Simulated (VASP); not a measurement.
Set up this calculation in VASP 6.6.1, as the native input.

| Property | Result |
| --- | --- |
| Task | single point |
| Functional | r2SCAN |
| Potentials or basis | VASP PAW PBE potentials, release 64 (H, Y_sv, Ge_d) |
| Cutoff | 520 eV |
| k mesh | 5 × 5 × 3 |
| Occupations | fermi-dirac, width 0.1 eV |
| Spin | no spin polarisation |
| Dipole correction | no |
| Further INCAR settings | ALGO = Normal; EDIFF = 1e-07; NBANDS = 27 |

The system is Y2GeH2.

```
CELL_PARAMETERS angstrom
1.98959 3.44606 0.00000
-1.98959 3.44606 0.00000
0.00000 0.00000 6.46716
ATOMIC_POSITIONS crystal
H 0.33333 0.33333 0.61219
H 0.66667 0.66667 0.38781
Y 0.33333 0.33333 0.26332
Y 0.66667 0.66667 0.73668
Ge 0.00000 0.00000 0.00000
```

The input as run:

POSCAR

```
Y2GeH2
1.0
    1.9895865316      3.4460649588      0.0000000000
   -1.9895865316      3.4460649588      0.0000000000
    0.0000000000      0.0000000000      6.4671565316
H Y Ge
2 2 1
Direct
    0.3333333333      0.3333333333      0.6121944741
    0.6666666667      0.6666666667      0.3878055259
    0.3333333333      0.3333333333      0.2633163031
    0.6666666667      0.6666666667      0.7366836969
    0.0000000000      0.0000000000      0.0000000000
```

INCAR.step1

```
PREC = Accurate ; ENCUT = 520
ISMEAR = -1 ; SIGMA = 0.1
LREAL = False ; LASPH = True
NELM = 80 ; NBANDS = 27
GGA = PE ; ALGO = Normal
EDIFF = 1E-4 ; LWAVE = True
LCHARG = False
```

INCAR.step2

```
PREC = Accurate ; ENCUT = 520
EDIFF = 1E-7 ; ISMEAR = -1
SIGMA = 0.1 ; LREAL = False
LASPH = True ; NELM = 80
ALGO = Normal ; ISIF = 2
LWAVE = False ; LCHARG = False
METAGGA = R2SCAN ; LMIXTAU = True
NBANDS = 27 ; ISTART = 1
```

KPOINTS

```
regular mesh
0
Gamma
  5 5 3
```

Potentials or basis: VASP PAW PBE potentials, release 64 (H, Y_sv, Ge_d).

Command:

```bash
$ cat potpaw_PBE.64/H/POTCAR potpaw_PBE.64/Y_sv/POTCAR potpaw_PBE.64/Ge_d/POTCAR > POTCAR
$ cp INCAR.step1 INCAR
$ mpirun -np 1 vasp_std > vasp.out
$ cp INCAR.step2 INCAR
$ mpirun -np 1 vasp_std > vasp.out
```

Results of the run:

```json
{
  "Pressure": "-0.1 GPa",
  "Largest force": "0.003 eV/Å",
  "Band gap on the k mesh": "zero (bands 19 and 20 overlap by 0.38 eV)"
}
```

Caveat: the k points lie up to 0.36 Å⁻¹ apart; the PAW data sets were made with another functional, which shifts forces and pressure a little.

Wall time 2.2 min on 1 thread of AMD EPYC 7R43 64-Core Processor (Zen 3) (shared host), peak memory 0.19 GiB.
